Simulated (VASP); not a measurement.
## SnSe2: single point with PBE

SnSe2:

```
Sn Se
1.0
     4.21052    0.00000    0.00000
    -2.10526    3.35303    0.00000
     0.00000    0.00000    6.98802
Sn Se
1 2
Direct
  0.00000 0.00000 0.00000
  0.33333 0.66667 0.22815
  0.66667 0.33333 0.77185
```

This cell differs from its parent crystal: strain +0.0875 x Voigt [1, 0, 0, 0, 0, 0].

```yaml
Program: VASP 6.6.1
Task: single point
Functional: PBE
Potentials_or_basis: VASP PAW PBE potentials, release 64 (Sn_d, Se)
Cutoff: 520 eV
k_mesh: 12 × 12 × 4
Occupations: gaussian, width 0.05 eV
Spin: no spin polarisation
```

The pressure is -3.4 GPa. The largest force is 0.385 eV/Å and the band gap on the k mesh is 0.38 eV, indirect (least direct gap 0.79 eV).

Forces on the atoms (eV/Å):
```
Sn   0.000  0.000  0.000
Se   0.000 -0.054 -0.381
Se   0.000  0.054  0.381
```

Stress tensor (GPa, compression positive):
```
-5.83  0.00  0.00
 0.00 -2.41 -0.31
 0.00 -0.31 -2.12
```

Levels at points of the mesh, in eV from the valence-band top:
```tsv
k point	band 9	band 10	band 11	band 12	band 13	band 14	band 15	band 16	band 17	band 18
(0.00, 0.00, 0.00)	-0.68	-0.66	-0.40	-0.20	-0.09	0.69	2.60	3.94	4.77	7.16
(0.50, 0.00, 0.00)	-3.68	-2.27	-1.76	-0.64	-0.15	0.97	3.92	5.41	5.87	6.04
(0.00, 0.50, 0.00)	-3.73	-2.47	-1.94	-0.59	-0.56	0.43	3.30	4.92	5.76	6.32
(0.00, 0.00, 0.50)	-1.29	-0.68	-0.42	-0.36	-0.13	1.50	2.52	3.86	4.66	7.70
(0.50, 0.00, 0.50)	-3.82	-2.04	-1.59	-0.48	-0.25	0.71	4.20	4.92	5.69	5.97
(0.00, 0.50, 0.50)	-3.87	-2.42	-1.67	-0.68	-0.59	0.44	3.67	5.10	5.25	6.05
```

It took 110 s on 1 thread of Intel(R) Xeon(R) 6975P-C (Granite Rapids), on a shared host, peak memory 0.44 GiB.

Caveat: the cell differs from its parent crystal (strain +0.0875 x Voigt [1, 0, 0, 0, 0, 0]); spin-orbit coupling is left out, which moves the levels of the heavy elements; this functional lacks dispersion, which binds the layers, so the pressure and a relaxed spacing across them are unreliable. A k mesh can miss the band edges.
